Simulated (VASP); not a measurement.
Wanted: the native input for a VASP 6.6.1 run.

| Quantity | Value |
| --- | --- |
| Task | relaxation of shape and atoms at fixed volume |
| Functional | PBE |
| Dispersion | D3(BJ) |
| Potentials or basis | VASP PAW PBE potentials, release 64 (In_d, Sb) |
| Cutoff | 600 eV |
| k mesh | 4 × 4 × 8 |
| Occupations | gaussian, width 0.05 eV |
| Spin | no spin polarisation |
| Dipole correction | no |
| Further INCAR settings | ALGO = Normal; EDIFF = 1e-06; IBRION = 2; EDIFFG = -0.01; NSW = 60; ISIF = 4 |

The structure of InSb lies in POSCAR:

```
InSb
1.0
    5.6784593324      0.0000000000      0.0000000000
    0.0000000000      5.6800963091      0.0000000000
    0.0000000000      0.0000000000      3.4412135489
In Sb
2 2
Direct
    0.0000000000      0.0000000000      0.0005332708
    0.5000000000      0.5000000000     -0.0005332708
    0.5000000000      0.0000000000      0.6632077935
    0.0000000000      0.5000000000      0.3367922065
```

This cell differs from its parent crystal: volume scaled by 1.04.

The input as run:

INCAR

```
ALGO = Normal
EDIFF = 1E-6
EDIFFG = -0.01
ENCUT = 600
GGA = PE
IBRION = 2
ISIF = 4
ISMEAR = 0
IVDW = 12
LASPH = T
LCHARG = F
LREAL = F
LWAVE = F
NELM = 100
NSW = 60
PREC = Accurate
SIGMA = 0.05
```

KPOINTS

```
k-points
0
Gamma
  4 4 8
```

Potentials or basis: VASP PAW PBE potentials, release 64 (In_d, Sb).

Run with:

```sh
$ cat potpaw_PBE.64/In_d/POTCAR potpaw_PBE.64/Sb/POTCAR > POTCAR
$ mpirun -np 1 vasp_std > vasp.out
```

Results of the run:

The energy gained by relaxing is 0.1 meV/atom, the ionic steps are 4 and the pressure after relaxing is -1.8 GPa. The largest force after relaxing is 0.005 eV/Å, the band gap on the k mesh is zero (band 18 reaches 9.30 eV, above the bottom of band 19 at 6.01 eV) and the dispersion energy per atom is -0.410 eV.

Caveat: spin-orbit coupling is left out, which moves the levels of the heavy elements; pairwise dispersion overbinds metals, which lowers pressure and volume.

Run time: 3 min on 1 thread of Intel(R) Xeon(R) Platinum 8259CL CPU @ 2.50GHz (Skylake/Cascade Lake), with other jobs on the host, peak memory 0.34 GiB.
